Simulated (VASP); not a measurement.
Wanted: the native input for a VASP 6.6.1 run.

```
Task                   : relaxation of cell and atoms
Functional             : BLYP
Dispersion             : D3(BJ)
Potentials or basis    : VASP PAW PBE potentials, release 64 (Sb)
Cutoff                 : 600 eV
k mesh                 : 8 × 8 × 8
Occupations            : fermi-dirac, width 0.05 eV
Spin                   : no spin polarisation
Dipole correction      : no
Further INCAR settings : ALGO = Normal; EDIFF = 1e-06; IBRION = 2; EDIFFG = -0.01; NSW = 60; ISIF = 3
```

The structure of Sb lies in POSCAR:

```
Sb
1.0
    2.1542000000      1.2437279499      3.7580000000
   -2.1542000000      1.2437279499      3.7580000000
    0.0000000000     -2.4874558998      3.7580000000
Sb
2
Direct
    0.7665100000      0.7665100000      0.7665100000
    0.2334900000      0.2334900000      0.2334900000
```

These files were run (other wordings do the same):

INCAR

```
SYSTEM = Sb
PREC     = Accurate       ! precision mode
ENCUT    = 600            ! plane-wave cutoff, eV
EDIFF    = 1E-6           ! SCF threshold, eV
ISMEAR   = -1             ! smearing method
SIGMA    = 0.05           ! smearing width, eV
LREAL    = .FALSE.        ! projectors in reciprocal space
LASPH    = .TRUE.         ! aspherical terms in the spheres
NELM     = 100            ! most SCF steps
ALGO     = Normal         ! electronic algorithm
ISIF     = 3              ! what is computed and relaxed
LWAVE    = .FALSE.        ! write WAVECAR
LCHARG   = .FALSE.        ! write CHGCAR
GGA      = B5             ! functional
ALDAX    = 1.0          
AGGAX    = 1.0          
AGGAC    = 1.0          
ALDAC    = 0.0          
IVDW     = 12             ! dispersion correction
VDW_S6   = 1.0          
VDW_S8   = 2.6996       
VDW_A1   = 0.4298       
VDW_A2   = 4.2359       
IBRION   = 2              ! ionic algorithm
NSW      = 60             ! ionic steps
EDIFFG   = -0.01          ! ionic threshold
```

KPOINTS

```
Automatic mesh
0
G
  8 8 8
  0 0 0
```

Potentials or basis: VASP PAW PBE potentials, release 64 (Sb).

Launch:

```sh
$ cat potpaw_PBE.64/Sb/POTCAR > POTCAR
$ mpirun -np 1 vasp_std > vasp.out
```

Results of the run:

```yaml
Relaxed_volume: 30.36 Å³/atom
Relaxed_cell: a = 4.485 Å, b = 4.485 Å, c = 4.485 Å, α = 57.90°, β = 57.90°, γ = 57.90°
Space_group_after_relaxing_to_0.05_Å: R-3m (No. 166)
Energy_gained_by_relaxing: 3.2 meV/atom
Ionic_steps: 7
Pressure_after_relaxing: 0.0 GPa
Band_gap_on_the_k_mesh: zero (band 5 reaches 7.78 eV, above the bottom of band 6 at 7.55 eV)
Dispersion_energy_per_atom: -1.105 eV
```

Caveat: the PAW data sets were made with another functional, which shifts forces and pressure a little; spin-orbit coupling is left out, which moves the levels of the heavy elements; pairwise dispersion overbinds metals, which lowers pressure and volume.

Run time: 100 s on 1 thread of Intel(R) Xeon(R) 6975P-C (Granite Rapids) (shared host), peak memory 0.23 GiB.
